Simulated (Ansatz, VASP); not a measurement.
**MnS: VASP beside Ansatz**

Contents of INCAR:

```
  PREC = Accurate
  ENCUT = 520
  EDIFF = 1E-6
  ISMEAR = 0
  SIGMA = 0.1
  LREAL = False
  LASPH = True
  NELM = 150
  ALGO = Normal
  ISIF = 2
  LWAVE = False
  LCHARG = False
  ISPIN = 2
  MAGMOM = 4 4 0 0
  LORBIT = 11
  LMAXMIX = 4
  GGA = PS
  NBANDS = 31
```

The input KPOINTS:

```
regular mesh
0
Gamma
  6 6 4
```

The input POSCAR:

```
MnS
1.0
    3.9760012967      0.0000000000      0.0000000000
   -1.9880006483      3.4433181284      0.0000000000
    0.0000000000      0.0000000000      6.4320000000
Mn S
2 2
Direct
    0.3333333333      0.6666666667      0.0000000000
    0.6666666667      0.3333333333      0.5000000000
    0.3333333333      0.6666666667      0.3850000000
    0.6666666667      0.3333333333      0.8850000000
```

Input for Ansatz:

```yaml
crystal:
  lattice:
    - [3.976, 0.0, 0.0]
    - [-1.988, 3.4433170054, 0.0]
    - [0.0, 0.0, 6.432]
  atoms:
    - { symbol: Mn, position: [0.3333333333, 0.6666666667, 0.0], spin: 4.0 }
    - { symbol: Mn, position: [0.6666666667, 0.3333333333, 0.5], spin: 4.0 }
    - { symbol: S, position: [0.3333333333, 0.6666666667, 0.385] }
    - { symbol: S, position: [0.6666666667, 0.3333333333, 0.885] }
basis:
  ecutwfc: 420
kpoints:
  mp_grid: { grid: [6, 6, 4] }
hamiltonian:
  xc: pbesol
scf:
  occupations: { method: gaussian, width: 0.1 }
  lower_state_search: "off"
output:
  forces: true
  stress: true
  eigenvalues: true
  populations: true
magnetization:
  spin_polarized: true
```

Alike in both runs: task single point; functional PBEsol; k mesh 6 × 6 × 4; occupations gaussian, width 0.1 eV; collinear spin.

|  | VASP | Ansatz |
| --- | --- | --- |
| version | VASP 6.6.1 | Ansatz 0.2.0 |
| potentials or method | VASP PAW PBE potentials, release 64 (Mn_pv, S), cutoff 520 eV | scalar-relativistic, plane waves, PAW |
| valence electrons in the cell | 38 | 42 |

```csv
,VASP,Ansatz,Ansatz less VASP
gap on the k mesh at the Fermi level (eV),none,none,-
pressure (GPa),-1.7,-1.8,-0.10
"traceless stress, the component that is largest in VASP (GPa)",-1.10,-1.08,+0.014
rms of the force components (eV/Å),0.101,0.101,+0.0002
net moment per atom (μB),2.47,2.47,0.000
size of the moment on the site where the two differ most (μB),4.33,4.15,-0.182
```

VASP's potentials were made for PBE, not for PBEsol. Site moments also hang on the region over which each program counts them. Atom by atom the forces differ by 0.000 eV/Å (rms over components). A gap of «none» marks a metal or a gap that the smearing closes. VASP's potentials hold 38 valence electrons a cell and Ansatz's 42, so a difference there can come from the potentials and not from the codes.
